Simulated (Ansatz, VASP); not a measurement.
One calculation of Hf, two programs

```
Hf
1.0
     3.20485    0.00000    0.00000
    -1.60242    2.77548    0.00000
     0.00000    0.00000    5.06519
Hf
2
Direct
  0.33333 0.66667 0.25000
  0.66667 0.33333 0.75000
```

Alike in both runs: functional PBE; k mesh 14 × 14 × 8; occupations fermi-dirac, width 0.05 eV; no spin polarisation.

Ansatz relaxed the structure, and its values are those at the end. VASP's run is a single point on that final structure, the one shown.

|  | VASP | Ansatz |
| --- | --- | --- |
| version | VASP 6.6.1 | Ansatz 0.2.0 |
| potentials or method | VASP PAW PBE potentials, release 64 (Hf_pv), cutoff 520 eV | plane-wave PAW DFT |
| valence electrons in the cell | 20 | 52 |

Ansatz gave:

| Item | Value |
| --- | --- |
| pressure (GPa) | 0.0 |

Problem. Estimate VASP's values.

Solution. Pressure (GPa): -0.4.

VASP's potentials hold 20 valence electrons a cell and Ansatz's 52, so a difference there can come from the potentials and not from the codes.

Neither program's run includes spin-orbit coupling.
